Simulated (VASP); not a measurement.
Write the native input for VASP 6.6.1 that does the following.

- Task: single point
- Functional: PBE
- Potentials or basis: VASP PAW PBE potentials, release 64 (Al, Co)
- Cutoff: 520 eV
- k mesh: 2 × 2 × 2
- Occupations: methfessel-paxton, width 0.1 eV
- Spin: no spin polarisation
- Dipole correction: no
- Further INCAR settings: LREAL = Auto; ALGO = Normal; EDIFF = 1e-07; NBANDS = 118

The structure of AlCo lies in POSCAR:

```
AlCo
1.0
    0.0000000000      5.7030923043      5.7030923043
    5.7030923043      0.0000000000      5.7030923043
    5.7030923043      5.7030923043      0.0000000000
Al Co
16 16
Direct
    0.0000000000      0.0000000000      0.0000000000
    0.2500000000      0.2500000000      0.2500000000
    0.0000000000      0.0000000000      0.5000000000
    0.2500000000      0.2500000000      0.7500000000
    0.0000000000      0.5000000000      0.0000000000
    0.2500000000      0.7500000000      0.2500000000
    0.0000000000      0.5000000000      0.5000000000
    0.2500000000      0.7500000000      0.7500000000
    0.5000000000      0.0000000000      0.0000000000
    0.7500000000      0.2500000000      0.2500000000
    0.5000000000      0.0000000000      0.5000000000
    0.7500000000      0.2500000000      0.7500000000
    0.5000000000      0.5000000000      0.0000000000
    0.7500000000      0.7500000000      0.2500000000
    0.5000000000      0.5000000000      0.5000000000
    0.7500000000      0.7500000000      0.7500000000
    0.1250000000      0.1250000000      0.1250000000
    0.3750000000      0.3750000000      0.3750000000
    0.1250000000      0.1250000000      0.6250000000
    0.3750000000      0.3750000000      0.8750000000
    0.1250000000      0.6250000000      0.1250000000
    0.3750000000      0.8750000000      0.3750000000
    0.1250000000      0.6250000000      0.6250000000
    0.3750000000      0.8750000000      0.8750000000
    0.6250000000      0.1250000000      0.1250000000
    0.8750000000      0.3750000000      0.3750000000
    0.6250000000      0.1250000000      0.6250000000
    0.8750000000      0.3750000000      0.8750000000
    0.6250000000      0.6250000000      0.1250000000
    0.8750000000      0.8750000000      0.3750000000
    0.6250000000      0.6250000000      0.6250000000
    0.8750000000      0.8750000000      0.8750000000
```

One way to write it, as run:

INCAR

```
SYSTEM = AlCo
  PREC = Accurate
  ENCUT = 520
  EDIFF = 1E-7
  ISMEAR = 1
  SIGMA = 0.1
  LREAL = Auto
  LASPH = .TRUE.
  NELM = 100
  ALGO = Normal
  ISIF = 2
  LWAVE = .FALSE.
  LCHARG = .FALSE.
  GGA = PE
  NBANDS = 118
```

KPOINTS

```
Automatic mesh
0
G
  2 2 2
  0 0 0
```

Potentials or basis: VASP PAW PBE potentials, release 64 (Al, Co).

Run with:

```bash
$ cat potpaw_PBE.64/Al/POTCAR potpaw_PBE.64/Co/POTCAR > POTCAR
$ mpirun -np 1 vasp_std > vasp.out
```

It gave:

The pressure is 0.4 GPa and the band gap on the k mesh is zero (bands 96 and 97 overlap by 0.31 eV).

Caveat: the k points lie up to 0.48 Å⁻¹ apart; the run has no spin polarisation, though such a crystal can be magnetic.

It took 2.7 min on 1 thread of Intel(R) Xeon(R) 6975P-C (Granite Rapids) (shared host), peak memory 0.52 GiB.
